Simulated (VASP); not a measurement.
# Bi2O4H2 in VASP: single point with PBE

Aim: the single point of Bi2O4H2 with PBE.

All numbers are computed with VASP 6.6.1; they aren't measurements. Logs are shortened: lines on timing, memory, paths and dates and some standing lists are left out, and cuts for length are marked.

## (1) The cell of the first run

The cell holds a molecule in a box, 8 atoms: a = 11.890 Å, b = 11.460 Å, c = 13.380 Å, α = 90.00°, β = 90.00°, γ = 90.00°.

## (2) Single point, PBE

INCAR reads:

```
SYSTEM = BiHO2
PREC = Accurate
ENCUT = 520
EDIFF = 1E-7
ISMEAR = 0
SIGMA = 0.01
LREAL = .False.
LASPH = .True.
NELM = 80
ALGO = Normal
ISIF = 2
LWAVE = .False.
LCHARG = .False.
GGA = PE
NBANDS = 38
```

KPOINTS reads:

```
regular mesh
0
Gamma
  1 1 1
  0 0 0
```

POSCAR reads:

```
BiHO2
1.0
   11.8900000000      0.0000000000      0.0000000000
    0.0000000000     11.4600000000      0.0000000000
    0.0000000000      0.0000000000     13.3800000000
Bi O H
2 4 2
Direct
    0.4228334700      0.5023970300      0.6213542600
    0.4228334700      0.5023970300      0.3784065800
    0.4762127800      0.6076771400      0.4998804200
    0.3784693000      0.3926701600      0.4998804200
    0.5764743500      0.4271055800      0.6634379700
    0.5764743500      0.4271055800      0.3363228700
    0.6214751900      0.4036570700      0.6064529100
    0.6214751900      0.4036570700      0.3933079200
```

Potentials or basis: VASP PAW PBE potentials, release 64 (Bi_d, O, H).

Command:

```bash
> cat potpaw_PBE.64/Bi_d/POTCAR potpaw_PBE.64/O/POTCAR potpaw_PBE.64/H/POTCAR > POTCAR
> mpirun -np 1 vasp_gam > vasp.out
```

OUTCAR:

```text
SYSTEM = BiHO2
   PREC = Accurate
   ENCUT = 520
   EDIFF = 1E-7
   ISMEAR = 0
   LREAL = .False.
   LASPH = .True.
   NELM = 80
   ISIF = 2
   GGA = PE

 ion  position               nearest neighbor table
   1  0.423  0.502  0.621-   5 2.10   3 2.12   4 2.12   2 3.25
   2  0.423  0.502  0.378-   6 2.10   3 2.12   4 2.12   1 3.25
   3  0.476  0.608  0.500-   1 2.12   2 2.12
   4  0.378  0.393  0.500-   1 2.12   2 2.12
   5  0.576  0.427  0.663-   7 0.97   1 2.10
   6  0.576  0.427  0.336-   8 0.97   2 2.10
   7  0.621  0.404  0.606-   5 0.97
   8  0.621  0.404  0.393-   6 0.97

  LATTYP: Found a simple orthorhombic cell.
 ALAT       =    11.4600000000
 B/A-ratio  =     1.0375218150
 C/A-ratio  =     1.1675392670

  Lattice vectors:

 A1 = (   0.0000000000, -11.4600000000,   0.0000000000)
 A2 = (  11.8900000000,   0.0000000000,   0.0000000000)
 A3 = (   0.0000000000,   0.0000000000,  13.3800000000)

Analysis of symmetry for initial positions (statically):
=====================================================================
 Subroutine PRICEL returns:
 Original cell was already a primitive cell.

 Routine SETGRP: Setting up the symmetry group for a
 simple orthorhombic supercell.

 Subroutine GETGRP returns: Found  2 space group operations
 (whereof  1 operations were pure point group operations)
 out of a pool of  8 trial point group operations.

The static configuration has the point symmetry C_1 .
 The point group associated with its full space group is C_1h.

Analysis of symmetry for dynamics (positions and initial velocities):
=====================================================================
 Subroutine PRICEL returns:
 Original cell was already a primitive cell.

 Routine SETGRP: Setting up the symmetry group for a
 simple orthorhombic supercell.

 Subroutine GETGRP returns: Found  2 space group operations
 (whereof  1 operations were pure point group operations)
 out of a pool of  8 trial point group operations.

The dynamic configuration has the point symmetry C_1 .
 The point group associated with its full space group is C_1h.

 Subroutine INISYM returns: Found  2 space group operations
 (whereof  1 operations are pure point group operations),
 and found     1 'primitive' translations

----------------------------------------------------------------------------------------

                                     Primitive cell

  volume of cell :    1823.1508

  direct lattice vectors                    reciprocal lattice vectors
    11.890000000  0.000000000  0.000000000     0.084104289  0.000000000  0.000000000
     0.000000000 11.460000000  0.000000000     0.000000000  0.087260035  0.000000000
     0.000000000  0.000000000 13.380000000     0.000000000  0.000000000  0.074738416

  length of vectors
    11.890000000 11.460000000 13.380000000     0.084104289  0.087260035  0.074738416

  position of ions in fractional coordinates (direct lattice)
     0.422833470  0.502397030  0.621354260
     0.422833470  0.502397030  0.378406580
     0.476212780  0.607677140  0.499880420
     0.378469300  0.392670160  0.499880420
     0.576474350  0.427105580  0.663437970
     0.576474350  0.427105580  0.336322870
     0.621475190  0.403657070  0.606452910
     0.621475190  0.403657070  0.393307920

  ion indices of the primitive-cell ions
   primitive index   ion index
                 1           1
                 2           2
                 3           3
                 4           4
                 5           5
                 6           6
                 7           7
                 8           8

----------------------------------------------------------------------------------------

 KPOINTS: regular mesh

Automatic generation of k-mesh.
 Grid dimensions read from file:
 generate k-points for:    1    1    1

 Generating k-lattice:

  Cartesian coordinates                     Fractional coordinates (reciprocal lattice)
     0.084104289  0.000000000  0.000000000     1.000000000  0.000000000  0.000000000
     0.000000000  0.087260035  0.000000000     0.000000000  1.000000000  0.000000000
     0.000000000  0.000000000  0.074738416     0.000000000  0.000000000  1.000000000

  Length of vectors
     0.084104289  0.087260035  0.074738416

  Shift w.r.t. Gamma in fractional coordinates (k-lattice)
     0.000000000  0.000000000  0.000000000

 Subroutine IBZKPT returns following result:
 ===========================================

 Found      1 irreducible k-points:

 Following reciprocal coordinates:
            Coordinates               Weight
  0.000000  0.000000  0.000000      1.000000
   k-points           NKPTS =      1   k-points in BZ     NKDIM =      1   number of bands    NBANDS=     38
   number of dos      NEDOS =    301   number of ions     NIONS =      8
   total plane-waves  NPLWV = 810000
   dimension x,y,z NGX =    90 NGY =   90 NGZ =  100
   dimension x,y,z NGXF=   180 NGYF=  180 NGZF=  200
   ions per type =               2   4   2
   NGX,Y,Z   is equivalent  to a cutoff of  12.58, 13.06, 12.42 a.u.
   NGXF,Y,Z  is equivalent  to a cutoff of  25.17, 26.11, 24.85 a.u.
 SYSTEM =  BiHO2
   PREC   = accura    normal or accurate (medium, high low for compatibility)
   ISTART =      0    job   : 0-new  1-cont  2-samecut
   ICHARG =      2    charge: 1-file 2-atom 10-const
   ISPIN  =      1    spin polarized calculation?
   LNONCOLLINEAR =      F non collinear calculations
   LSORBIT =      F    spin-orbit coupling
   LASPH  =      T    aspherical Exc in radial PAW
   ENCUT  =  520.0 eV  38.22 Ry    6.18 a.u.  22.11 21.31 24.88*2*pi/ulx,y,z
   NELM   =     80;   NELMIN=  2; NELMDL= -5     # of ELM steps
   EDIFF  = 0.1E-06   stopping-criterion for ELM
   LREAL  =      F    real-space projection
   EDIFFG = 0.1E-05   stopping-criterion for IOM
   NSW    =      0    number of steps for IOM
   IBRION =     -1    ionic relax: 0-MD 1-quasi-New 2-CG
   NFREE  =      0    steps in history (QN), initial steepest desc. (CG)
   ISIF   =      2    stress and relaxation
   ISYM   =      2    0-nonsym 1-usesym 2-fastsym
   POTIM  = 0.5000    time-step for ionic-motion
   TEBEG  =    0.0;   TEEND  =   0.0 temperature during run
   PSTRESS=    0.0 pullay stress
   NELECT =      56.0000    total number of electrons
   NUPDOWN=      -1.0000    fix difference up-down
   EMIN   =  10.00;   EMAX   =-10.00  energy-range for DOS
   EFERMI =   0.00;   METHOD = LEGACY
   ISMEAR =     0;   SIGMA  =   0.01  broadening in eV -4-tet -1-fermi 0-gaus
   EFERMI_NEDOS =   21; number of points for ismear=-14 and -15
   IALGO  =     38    algorithm
   IMIX   =      4    mixing-type and parameters
     AMIX     =   0.40;   BMIX     =  1.00
     AMIX_MAG =   1.60;   BMIX_MAG =  1.00
  volume/ion in A,a.u.               =     227.89      1537.90
  Fermi-wavevector in a.u.,A,eV,Ry     =   0.512700  0.968863  3.576445  0.262861
  Thomas-Fermi vector in A             =   1.526812
   LORBIT       =      0    0 simple, 1 ext, 2 COOP (PROOUT), +10 PAW based schemes
   GGA     = PE    functional components
   LHFCALC =     F    Hartree Fock is set to
   AEXX    =    0.0000 exact exchange contribution
   IVDW    =     0    specifies the selected vdW correction
   LEPSILON=     F    determine dielectric tensor
   LRPA    =     F    only Hartree local field effects (RPA)
 non-spin polarized calculation
 Gauss-broadening in eV      SIGMA  =   0.01
  energy-cutoff  :      520.00
  volume of cell :     1823.15
 maximum number of plane-waves:     24556
 NGX is ok and might be reduce to    90
   NGX = 45   NGY = 43   NGZ = 49

 number of electron      55.9999996 magnetization

 Free energy of the ion-electron system (eV)
  ---------------------------------------------------
  ext. energy  EPLUGINS =         0.00000000
  ---------------------------------------------------
  free energy    TOTEN  =       -41.30948643 eV

  energy without entropy =      -41.30948643  energy(sigma->0) =      -41.30948643

 E-fermi :  -5.7752     XC(G=0):  -1.1693

 val. band max:       -5.8336804416   @ k =   0.0000   0.0000   0.0000
 cond. band min:      -2.3817607122   @ k =   0.0000   0.0000   0.0000
 fundamental gap:      3.4519197295
 Fermi energy:        -5.7752015987

 k-point     1 :       0.0000    0.0000    0.0000
  band No.  band energies     occupation
      1     -27.5410      2.00000
      2     -27.5247      2.00000
      3     -27.4222      2.00000
      4     -27.2871      2.00000
      5     -27.2328      2.00000
      6     -27.2248      2.00000
      7     -27.2134      2.00000
      8     -27.1569      2.00000
      9     -27.1152      2.00000
     10     -27.0874      2.00000
     11     -23.4930      2.00000
     12     -23.2449      2.00000
     13     -22.1263      2.00000
     14     -20.8781      2.00000
     15     -14.9722      2.00000
     16     -13.7316      2.00000
     17     -10.3923      2.00000
     18     -10.3639      2.00000
     19      -8.5475      2.00000
     20      -8.0248      2.00000
     21      -7.6121      2.00000
     22      -7.2835      2.00000
     23      -6.7419      2.00000
     24      -6.5854      2.00000
     25      -6.3817      2.00000
     26      -6.0295      2.00000
     27      -6.0184      2.00000
     28      -5.8337      2.00000
     29      -2.3818      0.00000
     30      -1.1240      0.00000
     31      -1.0079      0.00000
     32      -0.6865      0.00000
     33      -0.6385      0.00000
     34      -0.3947      0.00000
     35      -0.2577      0.00000
     36       0.6881      0.00000
     37       1.1327      0.00000
     38       1.1896      0.00000

------------------------ aborting loop because EDIFF is reached ----------------------------------------

  FORCE on cell =-STRESS in cart. coord.  units (eV):
  Direction    XX          YY          ZZ          XY          YZ          ZX
  --------------------------------------------------------------------------------------
  -------------------------------------------------------------------------------------
  Total       -0.5288110     -0.2529003     -1.4488144      0.1329068      0.0000000      0.0000000
  in kB       -0.4647169     -0.2222477     -1.2732121      0.1167979      0.0000000      0.0000000
  external PRESSURE =      -0.6533922 kB  Pullay stress =       0.0000000 kB

 VOLUME and BASIS-vectors are now :
 -----------------------------------------------------------------------------
  energy-cutoff  :      520.00
  volume of cell :     1823.15
      direct lattice vectors                 reciprocal lattice vectors
    11.890000000  0.000000000  0.000000000     0.084104289  0.000000000  0.000000000
     0.000000000 11.460000000  0.000000000     0.000000000  0.087260035  0.000000000
     0.000000000  0.000000000 13.380000000     0.000000000  0.000000000  0.074738416

 POSITION                                       TOTAL-FORCE (eV/Angst)
 -----------------------------------------------------------------------------------
      5.02749      5.75747      8.31372         0.121994     -0.051615     -0.513419
      5.02749      5.75747      5.06308         0.121994     -0.051615      0.513419
      5.66217      6.96398      6.68840        -0.000403     -0.020411      0.000000
      4.50000      4.50000      6.68840         0.010694      0.007080      0.000000
      6.85428      4.89463      8.87680        -0.242334      0.117901      0.224335
      6.85428      4.89463      4.50000        -0.242334      0.117901     -0.224335
      7.38934      4.62591      8.11434         0.115195     -0.059622     -0.224538
      7.38934      4.62591      5.26246         0.115195     -0.059622      0.224538
 -----------------------------------------------------------------------------------
    total drift:                               -0.002300      0.000483      0.000021

  FREE ENERGIE OF THE ION-ELECTRON SYSTEM (eV)
  ---------------------------------------------------
  free  energy   TOTEN  =       -41.3094864313 eV

  energy  without entropy=      -41.3094864313  energy(sigma->0) =      -41.30948643
```

Run time: 7.6 min. Hardware: 1 thread of Intel Xeon 8259CL, shared host; peak memory 1.3 GiB.

What came out:

| Quantity | Value |
| --- | --- |
| Free energy | -41.3095 eV |
| Largest force | 0.530 eV/Å |
| Gap between the frontier levels | 3.45 eV |

Forces in eV/Å, atoms in the order of the input:
```
Bi   0.122 -0.052 -0.513
Bi   0.122 -0.052  0.513
O    0.000 -0.020  0.000
O    0.011  0.007  0.000
O   -0.242  0.118  0.224
O   -0.242  0.118 -0.224
H    0.115 -0.060 -0.225
H    0.115 -0.060  0.225
```

Caveat: spin-orbit coupling is left out, which moves the levels of the heavy elements.
